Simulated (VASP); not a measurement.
A run of VASP 6.6.1:

Contents of INCAR:

```
SYSTEM = CaGe2Pd2
PREC = Accurate ; ENCUT = 520
EDIFF = 1E-6 ; ISMEAR = -1
SIGMA = 0.2 ; LREAL = .False.
LASPH = .True. ; NELM = 80
ALGO = Normal ; ISIF = 2
LWAVE = .False. ; LCHARG = .True.
GGA = PS ; LELF = .True.
LVHAR = .True. ; NBANDS = 37
ISYM = 0
```

KPOINTS

```
regular mesh
0
Gamma
  4 4 6
  0 0 0
```

File POSCAR:

```
CaGe2Pd2
1.0
    5.9032281298     -0.0000002153     -0.0000002514
    2.7576832348      5.2195100851     -0.0000002514
   -4.3304555525     -2.6097548567      3.0470373558
Ca Ge Pd
1 2 2
Direct
    0.0000000000      0.0000000000      0.0000000000
    0.3762142000      0.3762142000      0.0000000000
    0.6237858000      0.6237858000      0.0000000000
    0.7500000000      0.2500000000      0.5000000000
    0.2500000000      0.7500000000      0.5000000000
```

Potentials or basis: VASP PAW PBE potentials, release 64 (Ca_sv, Ge_d, Pd).

Launch:

```console
$ cat potpaw_PBE.64/Ca_sv/POTCAR potpaw_PBE.64/Ge_d/POTCAR potpaw_PBE.64/Pd/POTCAR > POTCAR
$ mpirun -np 1 vasp_std > vasp.out
```

Hardware: 1 thread of AMD EPYC 9R14 (Zen 4), with other jobs on the host.

Task: How long does it take, and how much memory?

Result: Run time: 3.7 min on 1 thread of AMD EPYC 9R14 (Zen 4), with other jobs on the host, peak memory 0.39 GiB. Counts: scf iterations 13, k points 52.
